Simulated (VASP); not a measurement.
## GaAs: relaxation of cell and atoms with PBE

The system is GaAs.

```
Ga As
1.0
     3.60640    0.00000    0.00000
    -1.80320    3.12324    0.00000
     0.00000    0.00000    3.57319
Ga As
1 1
Direct
  0.33333 0.66667 0.50000
  0.00000 0.00000 0.00000
```

```json
{
 "Program": "VASP 6.6.1",
 "Task": "relaxation of cell and atoms",
 "Functional": "PBE",
 "Potentials or basis": "VASP PAW PBE potentials, release 64 (Ga_d, As)",
 "Cutoff": "600 eV",
 "k mesh": "9 × 9 × 8",
 "Occupations": "fermi-dirac, width 0.05 eV",
 "Spin": "no spin polarisation",
 "Dipole correction": "no",
 "Further INCAR settings": "ALGO = Normal; EDIFF = 1e-06; IBRION = 2; EDIFFG = -0.01; NSW = 60; ISIF = 3"
}
```

| Property | Result |
| --- | --- |
| Relaxed volume | 20.65 Å³/atom |
| Relaxed cell | a = 3.824 Å, b = 3.824 Å, c = 3.261 Å, α = 90.00°, β = 90.00°, γ = 120.00° |
| Space group after relaxing (to 0.05 Å) | P-6m2 (No. 187) |
| Energy gained by relaxing | 28.3 meV/atom |
| Ionic steps | 11 |
| Pressure after relaxing | 0.0 GPa |
| Band gap on the k mesh | zero (band 9 reaches 7.05 eV, above the bottom of band 10 at 2.99 eV) |

Stress tensor (GPa, compression positive):
```
 0.05  0.00  0.00
 0.00  0.05  0.00
 0.00  0.00 -0.04
```

The path:
```
step  energy change (eV)  largest force (eV/Å)  pressure (GPa)  volume (Å³)
   1              0.0000                0.0000           -0.15        40.25
   2             -0.0138                0.0000            0.09        40.13
   3             -0.0426                0.0000            1.87        39.70
   4             -0.0517                0.0000            0.50        40.62
   5             -0.0538                0.0000           -0.18        41.17
   6             -0.0541                0.0000           -0.50        41.44
   7             -0.0542                0.0000           -0.63        41.56
   8             -0.0560                0.0000           -0.57        41.70
   9             -0.0560                0.0000           -0.52        41.69
  10             -0.0567                0.0000           -0.03        41.31
  11             -0.0567                0.0000            0.02        41.30
```

Final structure:
```cif
data_structure
_symmetry_space_group_name_H-M 'P 1'
_symmetry_Int_Tables_number 1
_cell_length_a 3.8241
_cell_length_b 3.8241
_cell_length_c 3.2607
_cell_angle_alpha 90.000
_cell_angle_beta 90.000
_cell_angle_gamma 120.000
_cell_volume 41.30
loop_
_atom_site_label
_atom_site_type_symbol
_atom_site_fract_x
_atom_site_fract_y
_atom_site_fract_z
_atom_site_occupancy
Ga1 Ga 0.33333 0.66667 0.50000 1
As1 As 0.00000 0.00000 0.00000 1
```

Levels at points of the mesh, in eV from the Fermi level:
```tsv
k point	band 6	band 7	band 8	band 9	band 10	band 11	band 12	band 13
(0.00, 0.00, 0.00)	-13.14	-1.46	-0.78	-0.78	0.15	3.95	3.95	5.42
(0.00, 0.00, 0.50)	-10.94	-7.85	1.00	1.00	3.01	3.59	4.63	4.63
```

Wall time 97 s on 1 thread of Intel(R) Xeon(R) 6975P-C (Granite Rapids), with other jobs on the host, peak memory 0.2 GiB.
